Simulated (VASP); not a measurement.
# LaScF2 (Fd-3m) in VASP: a series of runs, part 2 of 2

VASP 6.6.1.

## Step 3: Single point, PBE

This run uses another cell than the first one, of 25.59 Å³/atom, 1.478 times its volume.

INCAR

```
SYSTEM = LaScF2
PREC = Accurate ; ENCUT = 520
EDIFF = 1E-6 ; ISMEAR = 0
SIGMA = 0.1 ; LREAL = .FALSE.
LASPH = .TRUE. ; NELM = 60
ALGO = Normal ; ISIF = 2
LWAVE = .FALSE. ; LCHARG = .FALSE.
GGA = PE ; NBANDS = 46
```

KPOINTS

```
regular mesh
0
G
  4 4 4
  0 0 0
```

POSCAR

```
LaScF2
1.0
    0.0000000000      4.6778417097      4.6778417097
    4.6778417097      0.0000000000      4.6778417097
    4.6778417097      4.6778417097      0.0000000000
La Sc F
2 2 4
Direct
    0.7500000000      0.7500000000      0.7500000000
    0.5000000000      0.5000000000      0.5000000000
    0.0000000000      0.0000000000      0.0000000000
    0.2500000000      0.2500000000      0.2500000000
    0.1250000000      0.1250000000      0.1250000000
    0.1250000000      0.1250000000      0.6250000000
    0.1250000000      0.6250000000      0.1250000000
    0.6250000000      0.1250000000      0.1250000000
```

Potentials or basis: VASP PAW PBE potentials, release 64 (La, Sc_sv, F).

The run is started by

```sh
cat potpaw_PBE.64/La/POTCAR potpaw_PBE.64/Sc_sv/POTCAR potpaw_PBE.64/F/POTCAR > POTCAR
mpirun -np 1 vasp_std > vasp.out
```

OUTCAR:

```text
SYSTEM = LaScF2
   PREC = Accurate
   ENCUT = 520
   EDIFF = 1E-6
   ISMEAR = 0
   LREAL = .FALSE.
   LASPH = .TRUE.
   NELM = 60
   ISIF = 2
   GGA = PE

 ion  position               nearest neighbor table
   1  0.750  0.750  0.750-
   2  0.500  0.500  0.500-
   3  0.000  0.000  0.000-   6 2.03   7 2.03   8 2.03   5 2.03
   4  0.250  0.250  0.250-   6 2.03   7 2.03   8 2.03   5 2.03
   5  0.125  0.125  0.125-   3 2.03   4 2.03
   6  0.125  0.125  0.625-   3 2.03   4 2.03
   7  0.125  0.625  0.125-   3 2.03   4 2.03
   8  0.625  0.125  0.125-   3 2.03   4 2.03

  LATTYP: Found a face centered cubic cell.
 ALAT       =     9.3556834194

  Lattice vectors:

 A1 = (   0.0000000000,   4.6778417097,   4.6778417097)
 A2 = (   4.6778417097,   0.0000000000,   4.6778417097)
 A3 = (   4.6778417097,   4.6778417097,   0.0000000000)

Analysis of symmetry for initial positions (statically):
=====================================================================
 Subroutine PRICEL returns:
 Original cell was already a primitive cell.

 Routine SETGRP: Setting up the symmetry group for a
 face centered cubic supercell.

 Subroutine GETGRP returns: Found 48 space group operations
 (whereof 24 operations were pure point group operations)
 out of a pool of 48 trial point group operations.

The static configuration has the point symmetry T_d .
 The point group associated with its full space group is O_h .

Analysis of symmetry for dynamics (positions and initial velocities):
=====================================================================
 Subroutine PRICEL returns:
 Original cell was already a primitive cell.

 Routine SETGRP: Setting up the symmetry group for a
 face centered cubic supercell.

 Subroutine GETGRP returns: Found 48 space group operations
[... 121 lines left out ...]
  Fermi-wavevector in a.u.,A,eV,Ry     =   1.155571  2.183713 18.168477  1.335345
  Thomas-Fermi vector in A             =   2.292199
   LORBIT       =      0    0 simple, 1 ext, 2 COOP (PROOUT), +10 PAW based schemes
   GGA     = PE    functional components
   LHFCALC =     F    Hartree Fock is set to
   AEXX    =    0.0000 exact exchange contribution
   IVDW    =     0    specifies the selected vdW correction
   LEPSILON=     F    determine dielectric tensor
   LRPA    =     F    only Hartree local field effects (RPA)
 non-spin polarized calculation
 Gauss-broadening in eV      SIGMA  =   0.10
  energy-cutoff  :      520.00
  volume of cell :      204.72
 maximum number of plane-waves:      5577
 NGX is ok and might be reduce to    50
   NGX = 25   NGY = 25   NGZ = 25

 number of electron      71.9999970 magnetization

 Free energy of the ion-electron system (eV)
  ---------------------------------------------------
  ext. energy  EPLUGINS =         0.00000000
  ---------------------------------------------------
  free energy    TOTEN  =       -44.12935955 eV

  energy without entropy =      -44.06169038  energy(sigma->0) =      -44.09552496

 E-fermi :   4.5781     XC(G=0):  -8.6099

 val. band max:        4.5625059263   @ k =   0.5000   0.2500   0.0000
 cond. band min:       4.5981405294   @ k =   0.5000   0.0000   0.0000
 fundamental gap:      0.0356346031
 Fermi energy:         4.5781485453

 k-point     1 :       0.0000    0.0000    0.0000
  band No.  band energies     occupation
      1     -47.4026      2.00000
      2     -47.3939      2.00000
      3     -29.1818      2.00000
      4     -29.1340      2.00000
      5     -26.3586      2.00000
      6     -26.3586      2.00000
[... 381 lines left out ...]
     45       5.2975      0.00000
     46       5.3078      0.00000

------------------------ aborting loop because EDIFF is reached ----------------------------------------

  FORCE on cell =-STRESS in cart. coord.  units (eV):
  Direction    XX          YY          ZZ          XY          YZ          ZX
  --------------------------------------------------------------------------------------
  -------------------------------------------------------------------------------------
  Total        0.0493466      0.0493466      0.0493466     -0.0000000     -0.0000000     -0.0000000
  in kB        0.3861901      0.3861901      0.3861901     -0.0000000     -0.0000000     -0.0000000
  external PRESSURE =       0.3861901 kB  Pullay stress =       0.0000000 kB

 VOLUME and BASIS-vectors are now :
 -----------------------------------------------------------------------------
  energy-cutoff  :      520.00
  volume of cell :      204.72
      direct lattice vectors                 reciprocal lattice vectors
     0.000000000  4.677841710  4.677841710    -0.106886900  0.106886900  0.106886900
     4.677841710  0.000000000  4.677841710     0.106886900 -0.106886900  0.106886900
     4.677841710  4.677841710  0.000000000     0.106886900  0.106886900 -0.106886900

 POSITION                                       TOTAL-FORCE (eV/Angst)
 -----------------------------------------------------------------------------------
      7.01676      7.01676      7.01676         0.000000      0.000000      0.000000
      4.67784      4.67784      4.67784         0.000000     -0.000000     -0.000000
      0.00000      0.00000      0.00000        -0.000000     -0.000000     -0.000000
      2.33892      2.33892      2.33892         0.000000      0.000000      0.000000
      1.16946      1.16946      1.16946         0.000000      0.000000     -0.000000
      3.50838      3.50838      1.16946         0.000000      0.000000     -0.000000
      3.50838      1.16946      3.50838         0.000000      0.000000     -0.000000
      1.16946      3.50838      3.50838         0.000000      0.000000     -0.000000
 -----------------------------------------------------------------------------------
    total drift:                                0.000000      0.000000      0.000000

  FREE ENERGIE OF THE ION-ELECTRON SYSTEM (eV)
  ---------------------------------------------------
  free  energy   TOTEN  =       -44.1293595492 eV

  energy  without entropy=      -44.0616903788  energy(sigma->0) =      -44.09552496
```

OSZICAR:

```text
N       E                     dE             d eps       ncg     rms          rms(c)
DAV:   1     0.119290849018E+04    0.11929E+04   -0.28413E+04   736   0.199E+03
DAV:   2     0.288278619374E+03   -0.90463E+03   -0.86925E+03   968   0.547E+02
DAV:   3     0.542105676868E+01   -0.28286E+03   -0.27400E+03  1190   0.309E+02
[... 11 lines left out ...]
DAV:  15    -0.441293708904E+02   -0.14787E-03   -0.64827E-03  1380   0.255E-01    0.399E-02
DAV:  16    -0.441293742715E+02   -0.33811E-05   -0.11616E-03  1264   0.143E-01    0.295E-02
DAV:  17    -0.441293584089E+02    0.15863E-04   -0.16479E-04  1328   0.627E-02    0.607E-03
DAV:  18    -0.441293600480E+02   -0.16391E-05   -0.23001E-05   952   0.215E-02    0.368E-03
DAV:  19    -0.441293595492E+02    0.49882E-06   -0.43406E-06   712   0.145E-02
   1 F= -.44129360E+02 E0= -.44095525E+02  d E =-.676692E-01
```

stdout:

```text
POSCAR found type information on POSCAR LaScF
 POSCAR found :  3 types and       8 ions
 scaLAPACK will be used
 LDA part: xc-table for (Slater+PW92), standard interpolation
 POSCAR, INCAR and KPOINTS ok, starting setup
 FFT: planning ... GRIDC
 FFT: planning ... GRID_SOFT
 FFT: planning ... GRID
 WAVECAR not read
 entering main loop
```

Wall time 4.5 min (1 thread of Intel Xeon Platinum 8375C at 2.90GHz (Ice Lake), shared host); peak memory 0.38 GiB.

Results:

| Property | Result |
| --- | --- |
| Free energy | -44.1294 eV |
| Pressure | 0.0 GPa |
| Band gap on the k mesh | zero (band 36 reaches 4.77 eV, above the bottom of band 37 at 4.56 eV) |

Levels at points of the mesh, in eV from the Fermi level:
```csv
k point,band 32,band 33,band 34,band 35,band 36,band 37,band 38,band 39,band 40,band 41
"(0.00, 0.00, 0.00)",-7.20,-2.42,-0.04,-0.04,-0.04,0.09,0.09,0.28,0.28,0.56
"(0.50, 0.00, 0.00)",-7.20,-1.11,-0.37,-0.22,0.02,0.02,0.14,0.14,0.28,0.28
"(0.50, 0.50, 0.00)",-7.33,-0.50,-0.50,-0.34,-0.34,0.03,0.03,0.43,0.43,0.43
```

Caveat: spin-orbit coupling is left out, which moves the levels of the heavy elements.
